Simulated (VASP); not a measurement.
# Sr (I4/mmm) in VASP: single point with PBEsol

Aim: the single point of Sr with PBEsol.

Program: VASP 6.6.1. These are calculated values, not measurements. Logs are shortened: lines on timing, memory, paths and dates and some standing lists are left out, and cuts for length are marked.

## (1) The cell of the first run

The structure is tetragonal, space group I4/mmm (No. 139). Conventional cell: a = 4.670 Å, b = 4.670 Å, c = 4.460 Å, α = 90.00°, β = 90.00°, γ = 90.00°. Sr (site symmetry 4/mmm) has 14 Sr at 3.98 to 4.67 Å within 5.2 Å.

## (2) Single point, PBEsol (strain along c alone, the other axes held: -4.5 %)

INCAR reads:

```
SYSTEM = Sr
  ALGO = Fast
  EDIFF = 1E-6
  ENCUT = 520
  GGA = PS
  ISIF = 2
  ISMEAR = 0
  LASPH = .True.
  LCHARG = .False.
  LREAL = .False.
  LWAVE = .False.
  NBANDS = 17
  NELM = 80
  PREC = Accurate
  SIGMA = 0.1
```

KPOINTS reads:

```
k-points
0
Gamma
  12 12 12
  0 0 0
```

POSCAR reads:

```
Sr
1.0
    4.6699047934      0.0000000000      0.0000000000
    0.0000000000      4.6699047934      0.0000000000
    0.0000000000      0.0000000000      4.4597590777
Sr
2
Direct
    0.0000000000      0.0000000000      0.0000000000
    0.5000000000      0.5000000000      0.5000000000
```

Potentials or basis: VASP PAW PBE potentials, release 64 (Sr_sv).

On the command line:

```sh
> cat potpaw_PBE.64/Sr_sv/POTCAR > POTCAR
> mpirun -np 1 vasp_std > vasp.out
```

OUTCAR:

```text
SYSTEM = Sr
   EDIFF = 1E-6
   ENCUT = 520
   GGA = PS
   ISIF = 2
   ISMEAR = 0
   LASPH = .True.
   LREAL = .False.
   NELM = 80
   PREC = Accurate

 ion  position               nearest neighbor table
   1  0.000  0.000  0.000-   2 3.98   2 3.98   2 3.98   2 3.98   2 3.98   2 3.98   2 3.98   2 3.98

   2  0.500  0.500  0.500-   1 3.98   1 3.98   1 3.98   1 3.98   1 3.98   1 3.98   1 3.98   1 3.98

  LATTYP: Found a simple tetragonal cell.
 ALAT       =     4.6699047934
 C/A-ratio  =     0.9550000000

  Lattice vectors:

 A1 = (   4.6699047934,   0.0000000000,   0.0000000000)
 A2 = (   0.0000000000,   4.6699047934,   0.0000000000)
 A3 = (   0.0000000000,   0.0000000000,   4.4597590777)

Analysis of symmetry for initial positions (statically):
=====================================================================
 Subroutine PRICEL returns following result:

  LATTYP: Found a body centered tetragonal cell.
 ALAT       =     4.6699047934
 C/A-ratio  =     0.9550000000

  Lattice vectors:

 A1 = (  -2.3349523967,  -2.3349523967,  -2.2298795389)
 A2 = (   2.3349523967,   2.3349523967,  -2.2298795389)
 A3 = (   2.3349523967,  -2.3349523967,   2.2298795389)

   2 primitive cells build up your supercell.

 Routine SETGRP: Setting up the symmetry group for a
 simple tetragonal supercell.

 Subroutine GETGRP returns: Found 16 space group operations
 (whereof 16 operations were pure point group operations)
 out of a pool of 16 trial point group operations.

The static configuration has the point symmetry D_4h.

Analysis of symmetry for dynamics (positions and initial velocities):
=====================================================================
 Subroutine PRICEL returns following result:

  LATTYP: Found a body centered tetragonal cell.
 ALAT       =     4.6699047934
 C/A-ratio  =     0.9550000000

  Lattice vectors:

 A1 = (  -2.3349523967,  -2.3349523967,  -2.2298795389)
 A2 = (   2.3349523967,   2.3349523967,  -2.2298795389)
 A3 = (   2.3349523967,  -2.3349523967,   2.2298795389)

   2 primitive cells build up your supercell.

 Routine SETGRP: Setting up the symmetry group for a
 simple tetragonal supercell.

 Subroutine GETGRP returns: Found 16 space group operations
 (whereof 16 operations were pure point group operations)
 out of a pool of 16 trial point group operations.

The dynamic configuration has the point symmetry D_4h.

 Subroutine INISYM returns: Found 16 space group operations
 (whereof 16 operations are pure point group operations),
 and found     2 'primitive' translations

----------------------------------------------------------------------------------------

                                     Primitive cell

  volume of cell :      48.6292

  direct lattice vectors                    reciprocal lattice vectors
    -2.334952397 -2.334952397 -2.229879539     0.000000000 -0.214137128 -0.224227359
     2.334952397  2.334952397 -2.229879539     0.214137128  0.000000000 -0.224227359
     2.334952397 -2.334952397  2.229879539     0.214137128 -0.214137128  0.000000000

  length of vectors
     3.984516049  3.984516049  3.984516049     0.310052605  0.310052605  0.302835630

  position of ions in fractional coordinates (direct lattice)
     0.000000000  0.000000000  0.000000000

  ion indices of the primitive-cell ions
   primitive index   ion index
                 1           1

----------------------------------------------------------------------------------------

 KPOINTS: k-points

Automatic generation of k-mesh.
 Grid dimensions read from file:
 generate k-points for:   12   12   12

 Generating k-lattice:

  Cartesian coordinates                     Fractional coordinates (reciprocal lattice)
     0.017844761  0.000000000  0.000000000     0.083333333  0.000000000  0.000000000
     0.000000000  0.017844761  0.000000000     0.000000000  0.083333333  0.000000000
     0.000000000  0.000000000  0.018685613     0.000000000  0.000000000  0.083333333

  Length of vectors
     0.017844761  0.017844761  0.018685613

  Shift w.r.t. Gamma in fractional coordinates (k-lattice)
     0.000000000  0.000000000  0.000000000

 Subroutine IBZKPT returns following result:
 ===========================================

 Found    196 irreducible k-points:

 Following reciprocal coordinates:
            Coordinates               Weight
  0.000000  0.000000  0.000000      1.000000
  0.083333  0.000000  0.000000      4.000000
  0.166667  0.000000  0.000000      4.000000
  0.250000  0.000000  0.000000      4.000000
  0.333333  0.000000  0.000000      4.000000
  0.416667  0.000000  0.000000      4.000000
[... 16 lines left out ...]
  0.333333  0.333333  0.000000      4.000000
  0.416667  0.333333  0.000000      8.000000
 [... further k-points ...]
   k-points           NKPTS =    196   k-points in BZ     NKDIM =    196   number of bands    NBANDS=     17
   number of dos      NEDOS =    301   number of ions     NIONS =      2
   total plane-waves  NPLWV =  46656
   dimension x,y,z NGX =    36 NGY =   36 NGZ =   36
   dimension x,y,z NGXF=    72 NGYF=   72 NGZF=   72
   ions per type =               2
   NGX,Y,Z   is equivalent  to a cutoff of  12.82, 12.82, 13.42 a.u.
   NGXF,Y,Z  is equivalent  to a cutoff of  25.63, 25.63, 26.84 a.u.
 SYSTEM =  Sr
   PREC   = accura    normal or accurate (medium, high low for compatibility)
   ISTART =      0    job   : 0-new  1-cont  2-samecut
   ICHARG =      2    charge: 1-file 2-atom 10-const
   ISPIN  =      1    spin polarized calculation?
   LNONCOLLINEAR =      F non collinear calculations
   LSORBIT =      F    spin-orbit coupling
   LASPH  =      T    aspherical Exc in radial PAW
   ENCUT  =  520.0 eV  38.22 Ry    6.18 a.u.   8.68  8.68  8.29*2*pi/ulx,y,z
   NELM   =     80;   NELMIN=  2; NELMDL= -5     # of ELM steps
   EDIFF  = 0.1E-05   stopping-criterion for ELM
   LREAL  =      F    real-space projection
   EDIFFG = 0.1E-04   stopping-criterion for IOM
   NSW    =      0    number of steps for IOM
   IBRION =     -1    ionic relax: 0-MD 1-quasi-New 2-CG
   NFREE  =      0    steps in history (QN), initial steepest desc. (CG)
   ISIF   =      2    stress and relaxation
   ISYM   =      2    0-nonsym 1-usesym 2-fastsym
   POTIM  = 0.5000    time-step for ionic-motion
   TEBEG  =    0.0;   TEEND  =   0.0 temperature during run
   PSTRESS=    0.0 pullay stress
   NELECT =      20.0000    total number of electrons
   NUPDOWN=      -1.0000    fix difference up-down
   EMIN   =  10.00;   EMAX   =-10.00  energy-range for DOS
   EFERMI =   0.00;   METHOD = LEGACY
   ISMEAR =     0;   SIGMA  =   0.10  broadening in eV -4-tet -1-fermi 0-gaus
   EFERMI_NEDOS =   21; number of points for ismear=-14 and -15
   IALGO  =     68    algorithm
   IMIX   =      4    mixing-type and parameters
     AMIX     =   0.40;   BMIX     =  1.00
     AMIX_MAG =   1.60;   BMIX_MAG =  1.00
  volume/ion in A,a.u.               =      48.63       328.17
  Fermi-wavevector in a.u.,A,eV,Ry     =   0.966293  1.826030 12.704072  0.933723
  Thomas-Fermi vector in A             =   2.096083
   LORBIT       =      0    0 simple, 1 ext, 2 COOP (PROOUT), +10 PAW based schemes
   GGA     = PS    functional components
   LHFCALC =     F    Hartree Fock is set to
   AEXX    =    0.0000 exact exchange contribution
   IVDW    =     0    specifies the selected vdW correction
   LEPSILON=     F    determine dielectric tensor
   LRPA    =     F    only Hartree local field effects (RPA)
 non-spin polarized calculation
 RMM-DIIS sequential band-by-band and
 Gauss-broadening in eV      SIGMA  =   0.10
  energy-cutoff  :      520.00
  volume of cell :       97.26
 maximum number of plane-waves:      2672
 NGX is ok and might be reduce to    36
   NGX = 17   NGY = 17   NGZ = 17

 number of electron      20.0000001 magnetization

 Free energy of the ion-electron system (eV)
  ---------------------------------------------------
  ext. energy  EPLUGINS =         0.00000000
  ---------------------------------------------------
  free energy    TOTEN  =        -3.66778314 eV

  energy without entropy =       -3.65828318  energy(sigma->0) =       -3.66303316

 E-fermi :   1.8923     XC(G=0):  -7.8218

 val. band max:        1.8880277415   @ k =   0.1667   0.0833   0.1667
 cond. band min:       1.9034896560   @ k =   0.2500   0.2500   0.0833
 fundamental gap:      0.0154619145
 Fermi energy:         1.8922901452

 k-point     1 :       0.0000    0.0000    0.0000
  band No.  band energies     occupation
      1     -34.3696      2.00000
      2     -34.3218      2.00000
      3     -16.4632      2.00000
      4     -16.4632      2.00000
      5     -16.4379      2.00000
      6     -16.2406      2.00000
[... 9 lines left out ...]
     16       5.8393      0.00000
     17       5.8409      0.00000

 k-point     2 :       0.0833    0.0000    0.0000
  band No.  band energies     occupation
      1     -34.3687      2.00000
      2     -34.3226      2.00000
      3     -16.4624      2.00000
      4     -16.4592      2.00000
      5     -16.4343      2.00000
      6     -16.2453      2.00000
[... 9 lines left out ...]
     16       5.6439      0.00000
     17       5.6683      0.00000

 k-point     3 :       0.1667    0.0000    0.0000
  band No.  band energies     occupation
      1     -34.3661      2.00000
      2     -34.3247      2.00000
      3     -16.4597      2.00000
      4     -16.4476      2.00000
      5     -16.4241      2.00000
      6     -16.2655      2.00000
[... 9 lines left out ...]
     16       5.2663      0.00000
     17       5.3640      0.00000

 k-point     4 :       0.2500    0.0000    0.0000
  band No.  band energies     occupation
      1     -34.3619      2.00000
      2     -34.3282      2.00000
      3     -16.4535      2.00000
      4     -16.4291      2.00000
      5     -16.4078      2.00000
      6     -16.2955      2.00000
[... 9 lines left out ...]
     16       4.8713      0.00000
     17       5.1477      0.00000
[... 343 lines left out ...]
      1     -34.3437      2.00000
      2     -34.3437      2.00000
      3     -16.4942      2.00000
      4     -16.4942      2.00000
      5     -16.3348      2.00000
      6     -16.3348      2.00000
[... 9 lines left out ...]
     16       4.8537      0.00000
     17       6.2344      0.00000

 k-point    23 :       0.3333    0.3333    0.0000
  band No.  band energies     occupation
      1     -34.3497      2.00000
      2     -34.3377      2.00000
      3     -16.5269      2.00000
      4     -16.4731      2.00000
      5     -16.3594      2.00000
      6     -16.3100      2.00000
[... 9 lines left out ...]
     16       5.5525      0.00000
     17       6.3018      0.00000

 k-point    24 :       0.4167    0.3333    0.0000
  band No.  band energies     occupation
      1     -34.3465      2.00000
      2     -34.3403      2.00000
      3     -16.5308      2.00000
      4     -16.5031      2.00000
      5     -16.3468      2.00000
      6     -16.3213      2.00000
[... 9 lines left out ...]
     16       5.4505      0.00000
     17       6.3167      0.00000

 [... further k-points ...]

------------------------ aborting loop because EDIFF is reached ----------------------------------------

  FORCE on cell =-STRESS in cart. coord.  units (eV):
  Direction    XX          YY          ZZ          XY          YZ          ZX
  --------------------------------------------------------------------------------------
  -------------------------------------------------------------------------------------
  Total        0.3547939      0.3547939      0.5369792      0.0000000      0.0000000      0.0000000
  in kB        5.8446597      5.8446597      8.8458701      0.0000000      0.0000000      0.0000000
  external PRESSURE =       6.8450632 kB  Pullay stress =       0.0000000 kB

 VOLUME and BASIS-vectors are now :
 -----------------------------------------------------------------------------
  energy-cutoff  :      520.00
  volume of cell :       97.26
      direct lattice vectors                 reciprocal lattice vectors
     4.669904793  0.000000000  0.000000000     0.214137128  0.000000000  0.000000000
     0.000000000  4.669904793  0.000000000     0.000000000  0.214137128  0.000000000
     0.000000000  0.000000000  4.459759078     0.000000000  0.000000000  0.224227359

 POSITION                                       TOTAL-FORCE (eV/Angst)
 -----------------------------------------------------------------------------------
      0.00000      0.00000      0.00000         0.000000      0.000000     -0.000000
      2.33495      2.33495      2.22988        -0.000000     -0.000000      0.000000
 -----------------------------------------------------------------------------------
    total drift:                                0.000000      0.000000      0.000000

  FREE ENERGIE OF THE ION-ELECTRON SYSTEM (eV)
  ---------------------------------------------------
  free  energy   TOTEN  =        -3.6677831352 eV

  energy  without entropy=       -3.6582831805  energy(sigma->0) =       -3.66303316
```

Wall time 8.1 min (1 thread of Oxide Virtual Turin-like, shared host); peak memory 0.37 GiB.

What came out:

- Free energy: -3.6678 eV
- Pressure: 0.7 GPa
- Band gap on the k mesh: zero (bands 10 and 11 overlap by 0.61 eV)

Caveat: the cell differs from its parent crystal (strain along c alone, the other axes held: -4.5 %); the PAW data sets were made with another functional, which shifts forces and pressure a little.
